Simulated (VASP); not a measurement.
Set up this calculation in VASP 6.6.1, as the native input.

* Task: single point
* Functional: PBE
* Potentials or basis: VASP PAW PBE potentials, release 64 (Li_sv, Cl)
* Cutoff: 520 eV
* k mesh: 8 × 8 × 8
* Occupations: gaussian, width 0.05 eV
* Spin: no spin polarisation
* Dipole correction: no
* Further INCAR settings: ALGO = Normal; EDIFF = 1e-06; NBANDS = 12

The structure of LiCl lies in POSCAR:

```
LiCl
1.0
    0.0000000000      2.5647600000      2.4365220000
    2.5647600000      0.0000000000      2.4365220000
    2.5647600000      2.5647600000      0.0000000000
Li Cl
1 1
Direct
    0.0000000000      0.0000000000      0.0000000000
    0.5000000000      0.5000000000      0.5000000000
```

This cell differs from its parent crystal: strain +0.000 along x and y, -0.050 along z.

The input as run:

INCAR

```
PREC     = Accurate       # precision mode
ENCUT    = 520            # plane-wave cutoff, eV
EDIFF    = 1E-6           # SCF threshold, eV
ISMEAR   = 0              # smearing method
SIGMA    = 0.05           # smearing width, eV
LREAL    = False          # projectors in reciprocal space
LASPH    = True           # aspherical terms in the spheres
NELM     = 80             # most SCF steps
ALGO     = Normal         # electronic algorithm
ISIF     = 2              # what is computed and relaxed
LWAVE    = False          # write WAVECAR
LCHARG   = False          # write CHGCAR
GGA      = PE             # functional
NBANDS   = 12             # bands
```

KPOINTS

```
regular mesh
0
Gamma
  8 8 8
```

Potentials or basis: VASP PAW PBE potentials, release 64 (Li_sv, Cl).

Run with:

```sh
$ cat potpaw_PBE.64/Li_sv/POTCAR potpaw_PBE.64/Cl/POTCAR > POTCAR
$ mpirun -np 1 vasp_std > vasp.out
```

Results of the run:

- Band gap on the k mesh: 6.59 eV

Caveat: the cell differs from its parent crystal (strain +0.000 along x and y, -0.050 along z).

Wall time 30 s on 1 thread of Intel(R) Xeon(R) Platinum 8259CL CPU @ 2.50GHz (Skylake/Cascade Lake), with other jobs on the host, peak memory 0.16 GiB.
